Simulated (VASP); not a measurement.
# SiC (zincblende type) (F-43m) in VASP: further runs

SiC (zincblende type) is run at these levels: LDA; tasks: single point.

Program: VASP 6.6.1. These are calculated values, not measurements. Logs are shortened: lines on timing, memory, paths and dates and some standing lists are left out, and cuts for length are marked.

## (1) The cell of the first run

Symmetry: F-43m, No. 216, cubic system. The conventional cell has a = 4.019 Å, b = 4.019 Å, c = 4.019 Å, α = 90.00°, β = 90.00°, γ = 90.00°. Within 2.3 Å of Si (site symmetry -43m) lie 4 C at 1.74 Å. C (site symmetry -43m) has 4 Si at 1.74 Å within 2.3 Å.

## (2) Single point, LDA (volume scaled by 0.8)

File INCAR:

```
PREC = Accurate ; ENCUT = 520
EDIFF = 1E-7 ; ISMEAR = -1
SIGMA = 0.05 ; LREAL = False
LASPH = True ; NELM = 80
ALGO = Normal ; ISIF = 2
LWAVE = False ; LCHARG = False
GGA = CA ; NBANDS = 11
```

File KPOINTS:

```
regular mesh
0
Gamma
  17 17 17
```

File POSCAR:

```
SiC
1.0
    0.0000000000      2.0092797727      2.0092797727
    2.0092797727      0.0000000000      2.0092797727
    2.0092797727      2.0092797727      0.0000000000
Si C
1 1
Direct
    0.0000000000      0.0000000000      0.0000000000
    0.2500000000      0.2500000000      0.2500000000
```

Potentials or basis: VASP PAW LDA potentials, release 64 (Si, C).

Command:

```console
$ cat potpaw_LDA.64/Si/POTCAR potpaw_LDA.64/C/POTCAR > POTCAR
$ mpirun -np 1 vasp_std > vasp.out
```

OUTCAR:

```text
PREC = Accurate
   ENCUT = 520
   EDIFF = 1E-7
   ISMEAR = -1
   LREAL = False
   LASPH = True
   NELM = 80
   ISIF = 2
   GGA = CA

 ion  position               nearest neighbor table
   1  0.000  0.000  0.000-   2 1.74   2 1.74   2 1.74   2 1.74
   2  0.250  0.250  0.250-   1 1.74   1 1.74   1 1.74   1 1.74

  LATTYP: Found a face centered cubic cell.
 ALAT       =     4.0185595454

  Lattice vectors:

 A1 = (   0.0000000000,   2.0092797727,   2.0092797727)
 A2 = (   2.0092797727,   0.0000000000,   2.0092797727)
 A3 = (   2.0092797727,   2.0092797727,   0.0000000000)

Analysis of symmetry for initial positions (statically):
=====================================================================
 Subroutine PRICEL returns:
 Original cell was already a primitive cell.

 Routine SETGRP: Setting up the symmetry group for a
 face centered cubic supercell.

 Subroutine GETGRP returns: Found 24 space group operations
 (whereof 24 operations were pure point group operations)
 out of a pool of 48 trial point group operations.

The static configuration has the point symmetry T_d .

Analysis of symmetry for dynamics (positions and initial velocities):
=====================================================================
 Subroutine PRICEL returns:
 Original cell was already a primitive cell.

 Routine SETGRP: Setting up the symmetry group for a
 face centered cubic supercell.

 Subroutine GETGRP returns: Found 24 space group operations
 (whereof 24 operations were pure point group operations)
 out of a pool of 48 trial point group operations.

The dynamic configuration has the point symmetry T_d .

 Subroutine INISYM returns: Found 24 space group operations
 (whereof 24 operations are pure point group operations),
 and found     1 'primitive' translations

----------------------------------------------------------------------------------------

                                     Primitive cell

  volume of cell :      16.2237

  direct lattice vectors                    reciprocal lattice vectors
     0.000000000  2.009279773  2.009279773    -0.248845386  0.248845386  0.248845386
     2.009279773  0.000000000  2.009279773     0.248845386 -0.248845386  0.248845386
     2.009279773  2.009279773  0.000000000     0.248845386  0.248845386 -0.248845386

  length of vectors
     2.841550705  2.841550705  2.841550705     0.431012851  0.431012851  0.431012851

  position of ions in fractional coordinates (direct lattice)
     0.000000000  0.000000000  0.000000000
[... 81 lines left out ...]
   NSW    =      0    number of steps for IOM
   IBRION =     -1    ionic relax: 0-MD 1-quasi-New 2-CG
   NFREE  =      0    steps in history (QN), initial steepest desc. (CG)
   ISIF   =      2    stress and relaxation
   ISYM   =      2    0-nonsym 1-usesym 2-fastsym
   POTIM  = 0.5000    time-step for ionic-motion
   TEBEG  =    0.0;   TEEND  =   0.0 temperature during run
   PSTRESS=    0.0 pullay stress
   NELECT =       8.0000    total number of electrons
   NUPDOWN=      -1.0000    fix difference up-down
   EMIN   =  10.00;   EMAX   =-10.00  energy-range for DOS
   EFERMI =   0.00;   METHOD = LEGACY
   ISMEAR =    -1;   SIGMA  =   0.05  broadening in eV -4-tet -1-fermi 0-gaus
   EFERMI_NEDOS =   21; number of points for ismear=-14 and -15
   IALGO  =     38    algorithm
   IMIX   =      4    mixing-type and parameters
     AMIX     =   0.40;   BMIX     =  1.00
     AMIX_MAG =   1.60;   BMIX_MAG =  1.00
  volume/ion in A,a.u.               =       8.11        54.74
  Fermi-wavevector in a.u.,A,eV,Ry     =   1.293365  2.444105 22.759729  1.672793
  Thomas-Fermi vector in A             =   2.425015
   LORBIT       =      0    0 simple, 1 ext, 2 COOP (PROOUT), +10 PAW based schemes
   GGA     = CA    functional components
   LHFCALC =     F    Hartree Fock is set to
   AEXX    =    0.0000 exact exchange contribution
   IVDW    =     0    specifies the selected vdW correction
   LEPSILON=     F    determine dielectric tensor
   LRPA    =     F    only Hartree local field effects (RPA)
 non-spin polarized calculation
  energy-cutoff  :      520.00
  volume of cell :       16.22
 maximum number of plane-waves:       448
 NGX is ok and might be reduce to    24
   NGX = 11   NGY = 11   NGZ = 11

 number of electron       8.0000000 magnetization

 Free energy of the ion-electron system (eV)
  ---------------------------------------------------
  ext. energy  EPLUGINS =         0.00000000
  ---------------------------------------------------
  free energy    TOTEN  =       -15.79994320 eV

  energy without entropy =      -15.79994310  energy(sigma->0) =      -15.79994315

 E-fermi :  11.6676     XC(G=0): -12.6260

 val. band max:       11.0697858774   @ k =   0.0000   0.0000   0.0000
 cond. band min:      12.1827461946   @ k =   0.4706   0.4706   0.0000
 fundamental gap:      1.1129603172
 Fermi energy:        11.6676357945

 k-point     1 :       0.0000    0.0000    0.0000
  band No.  band energies     occupation
      1      -6.2657      2.00000
      2      11.0698      1.99999
      3      11.0698      1.99999
      4      11.0698      1.99999
      5      20.1628      0.00000
      6      20.1628      0.00000
      7      20.1628      0.00000
      8      20.3158      0.00000
      9      27.0557      0.00000
     10      27.0557      0.00000
     11      30.3247      0.00000
[... 309 lines left out ...]
 k-point    24 :      -0.1176    0.0588    0.0000
  band No.  band energies     occupation
      1      -5.7505      2.00000
      2       9.1970      2.00000
      3      10.3305      2.00000
      4      11.0073      2.00000
      5      19.7533      0.00000
      6      20.4748      0.00000
      7      20.7783      0.00000
      8      21.6384      0.00000
      9      24.5234      0.00000
     10      26.0484      0.00000
     11      29.6952      0.00000

 [... further k-points ...]
[... 5 lines left out ...]
  --------------------------------------------------------------------------------------
  -------------------------------------------------------------------------------------
  Total        7.9681628      7.9681628      7.9681628     -0.0000000      0.0000000     -0.0000000
  in kB      786.8963862    786.8963862    786.8963862     -0.0000000      0.0000000     -0.0000000
  external PRESSURE =     786.8963862 kB  Pullay stress =       0.0000000 kB

 VOLUME and BASIS-vectors are now :
 -----------------------------------------------------------------------------
  energy-cutoff  :      520.00
  volume of cell :       16.22
      direct lattice vectors                 reciprocal lattice vectors
     0.000000000  2.009279773  2.009279773    -0.248845386  0.248845386  0.248845386
     2.009279773  0.000000000  2.009279773     0.248845386 -0.248845386  0.248845386
     2.009279773  2.009279773  0.000000000     0.248845386  0.248845386 -0.248845386

 POSITION                                       TOTAL-FORCE (eV/Angst)
 -----------------------------------------------------------------------------------
      0.00000      0.00000      0.00000        -0.000000     -0.000000     -0.000000
      1.00464      1.00464      1.00464         0.000000      0.000000      0.000000
 -----------------------------------------------------------------------------------
    total drift:                                0.000000      0.000000     -0.000000

  FREE ENERGIE OF THE ION-ELECTRON SYSTEM (eV)
  ---------------------------------------------------
  free  energy   TOTEN  =       -15.7999432019 eV

  energy  without entropy=      -15.7999430960  energy(sigma->0) =      -15.79994315
```

OSZICAR:

```text
N       E                     dE             d eps       ncg     rms          rms(c)
DAV:   1     0.147364756174E+01    0.14736E+01   -0.41589E+03  3870   0.630E+02
DAV:   2    -0.181976807672E+02   -0.19671E+02   -0.18705E+02  4535   0.116E+02
DAV:   3    -0.187021092303E+02   -0.50443E+00   -0.50362E+00  4412   0.147E+01
DAV:   4    -0.187036205858E+02   -0.15114E-02   -0.15113E-02  4185   0.106E+00
DAV:   5    -0.187036260037E+02   -0.54179E-05   -0.54178E-05  4469   0.566E-02    0.122E+01
DAV:   6    -0.159938780035E+02    0.27097E+01   -0.78638E+00  4050   0.137E+01    0.565E+00
DAV:   7    -0.158211595782E+02    0.17272E+00   -0.79665E-01  4348   0.504E+00    0.234E+00
DAV:   8    -0.158002665867E+02    0.20893E-01   -0.31323E-02  4059   0.113E+00    0.193E-01
DAV:   9    -0.157999407318E+02    0.32585E-03   -0.16164E-03  4387   0.238E-01    0.111E-01
DAV:  10    -0.157999430900E+02   -0.23581E-05   -0.80701E-05  4077   0.585E-02    0.377E-02
DAV:  11    -0.157999434701E+02   -0.38011E-06   -0.94920E-07  4462   0.757E-03    0.188E-02
DAV:  12    -0.157999432042E+02    0.26588E-06   -0.63171E-07  4077   0.400E-03    0.121E-03
DAV:  13    -0.157999432019E+02    0.22796E-08   -0.33669E-08  2283   0.121E-03
   1 F= -.15799943E+02 E0= -.15799943E+02  d E =-.105879E-06
```

Run time: 12 s. Hardware: 1 thread of Intel Xeon 6975P-C, shared host; peak memory 0.14 GiB.

Results:

```yaml
Free_energy: -15.7999 eV
Pressure: 78.7 GPa
Band_gap_on_the_k_mesh: 1.11 eV, indirect (least direct gap 4.74 eV)
```

Caveat: the cell differs from its parent crystal (volume scaled by 0.8). A k mesh can miss the band edges.

## (3) Single point, LDA (volume scaled by 0.88)

File INCAR:

```
SYSTEM = SiC
ALGO = Normal
EDIFF = 1E-7
ENCUT = 520
GGA = CA
ISIF = 2
ISMEAR = -1
LASPH = .TRUE.
LCHARG = .TRUE.
LELF = .TRUE.
LREAL = .FALSE.
LVHAR = .TRUE.
LWAVE = .FALSE.
NBANDS = 11
NELM = 80
PREC = Accurate
SIGMA = 0.05
```

File KPOINTS:

```
k-points
0
G
  17 17 17
  0 0 0
```

File POSCAR:

```
SiC
1.0
    0.0000000000      2.0741395558      2.0741395558
    2.0741395558      0.0000000000      2.0741395558
    2.0741395558      2.0741395558      0.0000000000
Si C
1 1
Direct
    0.0000000000      0.0000000000      0.0000000000
    0.2500000000      0.2500000000      0.2500000000
```

Potentials or basis: VASP PAW LDA potentials, release 64 (Si, C).

Command:

```console
$ cat potpaw_LDA.64/Si/POTCAR potpaw_LDA.64/C/POTCAR > POTCAR
$ mpirun -np 1 vasp_std > vasp.out
```

It took 12 s on 1 thread of Intel Xeon 6975P-C, shared host; peak memory 0.15 GiB.

It converged, with:

- Free energy: -16.3777 eV
- Pressure: 38.0 GPa
- Band gap on the k mesh: 1.21 eV, indirect (least direct gap 4.67 eV)

Levels at points of the mesh, in eV from the valence-band top:
```
           k point  band 1  band 2  band 3  band 4  band 5  band 6  band 7  band 8  band 9
(0.00, 0.00, 0.00)  -16.52    0.00    0.00    0.00    8.07    8.29    8.29    8.29   15.36
```

Caveat: the cell differs from its parent crystal (volume scaled by 0.88). A k mesh can miss the band edges.

## (4) Single point, LDA (volume scaled by 0.94)

File INCAR:

```
PREC = Accurate
ENCUT = 520
EDIFF = 1E-6
ISMEAR = -1
SIGMA = 0.05
LREAL = F
LASPH = T
NELM = 60
ALGO = Normal
ISIF = 2
LWAVE = F
LCHARG = F
GGA = CA
NBANDS = 11
```

File KPOINTS:

```
Automatic mesh
0
Gamma
  17 17 17
```

File POSCAR:

```
SiC
1.0
    0.0000000000      2.1202465626      2.1202465626
    2.1202465626      0.0000000000      2.1202465626
    2.1202465626      2.1202465626      0.0000000000
Si C
1 1
Direct
    0.0000000000      0.0000000000      0.0000000000
    0.2500000000      0.2500000000      0.2500000000
```

Command:

```console
$ cat potpaw_LDA.64/Si/POTCAR potpaw_LDA.64/C/POTCAR > POTCAR
$ mpirun -np 1 vasp_std > vasp.out
```

Run time: 12 s. Hardware: 1 thread of Intel Xeon 6975P-C, shared host; peak memory 0.15 GiB.

The run converged. Its results:

```yaml
Free_energy: -16.5809 eV
Pressure: 16.5 GPa
Band_gap_on_the_k_mesh: 1.27 eV, indirect (least direct gap 4.61 eV)
```

Levels at points of the mesh, in eV from the valence-band top:
| k point | band 1 | band 2 | band 3 | band 4 | band 5 | band 6 | band 7 | band 8 | band 9 |
| --- | --- | --- | --- | --- | --- | --- | --- | --- | --- |
| (0.00, 0.00, 0.00) | -15.97 | 0.00 | 0.00 | 0.00 | 7.27 | 7.78 | 7.78 | 7.78 | 14.95 |

Caveat: the cell differs from its parent crystal (volume scaled by 0.94). A k mesh can miss the band edges.

## (5) Single point, LDA

This run uses another cell than the first one, of 10.14 Å³/atom, 1.250 times its volume.

File INCAR:

```
PREC = Accurate
ENCUT = 520
EDIFF = 1E-7
ISMEAR = -1
SIGMA = 0.05
LREAL = F
LASPH = T
NELM = 100
ALGO = Normal
ISIF = 2
LWAVE = F
LCHARG = T
GGA = CA
LELF = T
LVHAR = T
NBANDS = 11
```

KPOINTS is that of step 4.

File POSCAR:

```
SiC
1.0
    0.0000000000      2.1644310222      2.1644310222
    2.1644310222      0.0000000000      2.1644310222
    2.1644310222      2.1644310222      0.0000000000
Si C
1 1
Direct
    0.0000000000      0.0000000000      0.0000000000
    0.2500000000      0.2500000000      0.2500000000
```

Command:

```console
$ cat potpaw_LDA.64/Si/POTCAR potpaw_LDA.64/C/POTCAR > POTCAR
$ mpirun -np 1 vasp_std > vasp.out
```

Run time: 14 s. Hardware: 1 thread of Intel Xeon 6975P-C, shared host; peak memory 0.15 GiB.

It converged, with:

| Item | Value |
| --- | --- |
| Free energy | -16.6427 eV |
| Pressure | 0.4 GPa |
| Band gap on the k mesh | 1.33 eV, indirect (least direct gap 4.54 eV) |

Levels at points of the mesh, in eV from the valence-band top:
```tsv
k point	band 1	band 2	band 3	band 4	band 5	band 6	band 7	band 8
(0.00, 0.00, 0.00)	-15.47	0.00	0.00	0.00	6.53	7.33	7.33	7.33
```

## (6) Summary

```tsv
cell	gap on the mesh (eV)	pressure (GPa)
a = 2.842 Å, angles 60.0°, 2 atoms	1.11	78.7
a = 2.933 Å, angles 60.0°, 2 atoms	1.21	38.0
a = 2.998 Å, angles 60.0°, 2 atoms	1.27	16.5
a = 3.061 Å, angles 60.0°, 2 atoms	1.33	0.4
```

Alike in all rows: task single point; level LDA; potentials or basis VASP PAW LDA potentials, release 64 (Si, C); no spin polarisation; k mesh 17 × 17 × 17; cutoff (eV) 520; smearing fermi-dirac 0.05 eV.

Absolute energies hang on the potentials; compare differences alone.
